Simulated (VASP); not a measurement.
A run of VASP 6.6.1 is set up as follows.

INCAR

```
PREC = Accurate
ENCUT = 600
EDIFF = 1E-6
ISMEAR = -1
SIGMA = 0.1
LREAL = F
LASPH = T
NELM = 60
ALGO = Normal
ISIF = 3
LWAVE = F
LCHARG = F
GGA = PS
IBRION = 2
NSW = 32
EDIFFG = -0.005
PSTRESS = 28.0
```

KPOINTS

```
regular mesh
0
Gamma
  12 12 7
```

File POSCAR:

```
Ca
1.0
    3.6896823524      0.0000000000      0.0000000000
   -1.8448411762      3.1953586490      0.0000000000
    0.0000000000      0.0000000000      6.0932345036
Ca
2
Direct
    0.3333333333      0.6666666667      0.2500000000
    0.6666666667      0.3333333333      0.7500000000
```

Potentials or basis: VASP PAW PBE potentials, release 64 (Ca_sv).

Command:

```sh
$ cat potpaw_PBE.64/Ca_sv/POTCAR > POTCAR
$ mpirun -np 1 vasp_std > vasp.out
```

**Question.** Estimate the relaxed volume.

**Answer.** 35.96 Å³/atom.

**Question.** What does it give for the space group after relaxing (to 0.05 Å)?

**Answer.** P6_3/mmc (No. 194).

**Question.** Estimate the band gap on the k mesh.

**Answer.** Zero (band 10 reaches 2.79 eV, above the bottom of band 11 at 2.41 eV).

The path:
```
step  energy change (eV)  largest force (eV/Å)  pressure (GPa)  volume (Å³)
   1              0.0000                0.0000            2.84        71.84
   2             -0.0015                0.0000            2.81        71.92
```

Caveat: the cell is relaxed towards a set pressure, so the enthalpy falls and the energy may rise; the PAW data sets were made with another functional, which shifts forces and pressure a little.
